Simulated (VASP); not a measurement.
A run of VASP 6.6.1 is set up as follows.

Contents of INCAR:

```
  ALGO = Normal
  EDIFF = 1E-7
  ENCUT = 520
  GGA = PE
  ISIF = 2
  ISMEAR = 0
  LASPH = T
  LCHARG = F
  LREAL = F
  LWAVE = F
  NBANDS = 44
  NELM = 100
  PREC = Accurate
  SIGMA = 0.02
```

KPOINTS

```
k-points
0
Gamma
  6 6 4
```

The input POSCAR:

```
SiO2
1.0
    5.0269225263      0.0000000000      0.0000000000
   -2.5134612631      4.3534426106      0.0000000000
    0.0000000000      0.0000000000      8.6124747973
Si O
4 8
Direct
    0.6666666667      0.3333333333      0.9370920428
    0.6666666667      0.3333333333      0.5629079572
    0.3333333333      0.6666666667      0.0629079572
    0.3333333333      0.6666666667      0.4370920428
    0.0000000000      0.4033581721      0.0000000000
    0.4033581721      0.4033581721      0.5000000000
    0.5966418279      0.0000000000      0.5000000000
    0.5966418279      0.5966418279      0.0000000000
    0.0000000000      0.5966418279      0.5000000000
    0.6666666667      0.3333333333      0.7500000000
    0.3333333333      0.6666666667      0.2500000000
    0.4033581721      0.0000000000      0.0000000000
```

Potentials or basis: VASP PAW PBE potentials, release 64 (Si, O).

The run is started by

```sh
$ cat potpaw_PBE.64/Si/POTCAR potpaw_PBE.64/O/POTCAR > POTCAR
$ mpirun -np 1 vasp_std > vasp.out
```

(1) What does it give for the largest force?

(2) Predict the pressure.

(3) Predict the band gap on the k mesh.

## Answers

(1) 0.011 eV/Å.

(2) 1.2 GPa.

(3) 5.50 eV (least direct gap 5.57 eV).
